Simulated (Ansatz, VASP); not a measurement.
Cd: VASP beside Ansatz

File INCAR:

```
  PREC = Accurate
  ENCUT = 500
  EDIFF = 1E-6
  ISMEAR = -1
  SIGMA = 0.15
  LREAL = F
  LASPH = T
  NELM = 120
  ALGO = Normal
  ISIF = 2
  LWAVE = F
  LCHARG = F
  GGA = PE
  NBANDS = 12
  GGA_COMPAT = F
```

Contents of KPOINTS:

```
Automatic mesh
0
Gamma
  7 7 7
```

POSCAR

```
Cd
1.0
   -1.7999121934      1.7999121934      1.7999121934
    1.7999121934     -1.7999121934      1.7999121934
    1.7999121934      1.7999121934     -1.7999121934
Cd
1
Direct
    0.0000000000      0.0000000000      0.0000000000
```

Input for Ansatz:

```yaml
crystal:
  lattice:
    - [-1.7999121934244982, 1.7999121934244982, 1.7999121934244982]
    - [1.7999121934244982, -1.7999121934244982, 1.7999121934244982]
    - [1.7999121934244982, 1.7999121934244982, -1.7999121934244982]
  atoms:
    - { symbol: Cd, position: [1.2628512305075262e-19, -2.266246801886318e-20, 1.4894759106961717e-19] }
basis:
  ecutwfc: 421.77648681281397
kpoints:
  mp_grid:
    grid: [7, 7, 7]
hamiltonian:
  xc: pbe
scf:
  occupations:
    method: fermi_dirac
    width: 0.15
output:
  forces: true
  stress: true
```

Alike in both runs: task single point; functional PBE; k mesh 7 × 7 × 7; occupations fermi-dirac, width 0.15 eV; no spin polarisation.

|  | VASP | Ansatz |
| --- | --- | --- |
| version | VASP 6.6.1 | Ansatz 0.2.0 |
| potentials or method | VASP PAW PBE potentials, release 64 (Cd), cutoff 500 eV | plane waves, PAW |
| valence electrons in the cell | 12 | 20 |

VASP gave:

```
pressure (GPa) : 0.2
```

Estimate Ansatz's values.

pressure (GPa): 0.0.

VASP's potentials hold 12 valence electrons a cell and Ansatz's 20, so a difference there can come from the potentials and not from the codes.
